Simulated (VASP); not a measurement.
Write the native input for VASP 6.6.1 that does the following.

```yaml
Task: single point
Functional: PBE
Potentials_or_basis: VASP PAW PBE potentials, release 64 (Li_sv, O)
Cutoff: 750 eV
k_mesh: 8 × 8 × 8
Occupations: gaussian, width 0.02 eV
Spin: no spin polarisation
Dipole_correction: no
Further_INCAR_settings: ALGO = Normal; EDIFF = 1e-06; NBANDS = 13
```

The structure of Li2O lies in POSCAR:

```
Li2O
1.0
    0.0000000000      2.2834719350      2.2834719350
    2.2834719350      0.0000000000      2.2834719350
    2.2834719350      2.2834719350      0.0000000000
Li O
2 1
Direct
    0.2500000000      0.2500000000      0.2500000000
    0.7500000000      0.7500000000      0.7500000000
    0.0000000000      0.0000000000      0.0000000000
```

This cell differs from its parent crystal: strained.

The input as run:

INCAR

```
PREC = Accurate ; ENCUT = 750
EDIFF = 1E-6 ; ISMEAR = 0
SIGMA = 0.02 ; LREAL = F
LASPH = T ; NELM = 120
ALGO = Normal ; ISIF = 2
LWAVE = F ; LCHARG = T
GGA = PE ; LELF = T
LVHAR = T ; NBANDS = 13
GGA_COMPAT = F
```

KPOINTS

```
Automatic mesh
0
Gamma
  8 8 8
```

Potentials or basis: VASP PAW PBE potentials, release 64 (Li_sv, O).

Run with:

```console
$ cat potpaw_PBE.64/Li_sv/POTCAR potpaw_PBE.64/O/POTCAR > POTCAR
$ mpirun -np 1 vasp_std > vasp.out
```

Results of the run:

The pressure is 3.0 GPa and the band gap on the k mesh is 5.04 eV (least direct gap 5.53 eV).

Caveat: the cell differs from its parent crystal (strained); the cell stands under pressure.

It took 30 s on 1 thread of Intel Xeon 8259CL, with other jobs on the host, peak memory 0.16 GiB.
